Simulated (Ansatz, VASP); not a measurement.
# One calculation of SnO2, two programs

INCAR

```
SYSTEM = SnO2
PREC     = Accurate       ! precision mode
ENCUT    = 520            ! plane-wave cutoff, eV
EDIFF    = 1E-6           ! SCF threshold, eV
ISMEAR   = 0              ! smearing method
SIGMA    = 0.05           ! smearing width, eV
LREAL    = .False.        ! projectors in reciprocal space
LASPH    = .True.         ! aspherical terms in the spheres
NELM     = 100            ! most SCF steps
ALGO     = Normal         ! electronic algorithm
ISIF     = 2              ! what is computed and relaxed
LWAVE    = .False.        ! write WAVECAR
LCHARG   = .False.        ! write CHGCAR
NBANDS   = 35             ! bands
```

The input KPOINTS:

```
regular mesh
0
Gamma
  6 6 8
  0 0 0
```

File POSCAR:

```
SnO2
1.0
    4.7207174017      0.0000000000      0.0000000000
    0.0000000000      4.7207174017      0.0000000000
    0.0000000000      0.0000000000      3.1887553105
Sn O
2 4
Direct
    0.0000000000      0.0000000000     -0.0131712834
    0.5000000000      0.5000000000      0.5131712834
    0.2344479741      0.3777651251      0.0076632694
    0.2655520259      0.8777651251      0.4923367306
    0.7655520259      0.6222348749      0.0076632694
    0.7344479741      0.1222348749      0.4923367306
```

Input for Ansatz:

```yaml
crystal:
  lattice:
    - [4.7207174017, 0.0, 0.0]
    - [0.0, 4.7207174017, 0.0]
    - [0.0, 0.0, 3.1887553105]
  atoms:
    - { symbol: Sn, position: [0.0, 0.0, -0.0131712834] }
    - { symbol: Sn, position: [0.5, 0.5, 0.5131712834] }
    - { symbol: O, position: [0.2344479741, 0.3777651251, 0.0076632694] }
    - { symbol: O, position: [0.2655520259, 0.8777651251, 0.4923367306] }
    - { symbol: O, position: [0.7655520259, 0.6222348749, 0.0076632694] }
    - { symbol: O, position: [0.7344479741, 0.1222348749, 0.4923367306] }
basis:
  ecutwfc: 520.0
kpoints:
  mp_grid: { grid: [6, 6, 8] }
hamiltonian:
  xc: lda
  pseudopotentials: { kind: paw, azcp: { folder: soft_1 } }
scf:
  occupations: { method: gaussian, width: 0.05 }
output:
  forces: true
  stress: true
  eigenvalues: true
```

Change from the starting cell: mode 4 frozen in at -0.478 Å and mode 5 at -0.042 Å (largest displacements).

Alike in both runs: task single point; functional LDA; k mesh 6 × 6 × 8; occupations gaussian, width 0.05 eV; no spin polarisation.

```csv
,VASP,Ansatz
version,VASP 6.6.1,Ansatz 0.2.0
potentials or method,"VASP PAW LDA potentials, release 64 (Sn_d, O), cutoff 520 eV","scalar-relativistic, plane waves, PAW"
valence electrons in the cell,52,52
```

```tsv
	VASP	Ansatz	Ansatz less VASP
gap on the k mesh at the Fermi level (eV)	1.06	1.05	-0.008
least direct gap on the mesh (eV)	1.08	1.06	-0.010
pressure (GPa)	-7.3	-8.4	-1.12
traceless stress, the component that is largest in VASP (GPa)	1.35	1.58	+0.235
rms of the force components (eV/Å)	0.641	0.655	+0.0136
```

Ansatz warns that its potentials were made for another functional, while VASP's fit it. LDA's correlation is that of Perdew and Zunger in VASP and of Perdew and Wang (1992) in Ansatz. Atom by atom the forces differ by 0.015 eV/Å (rms over components).
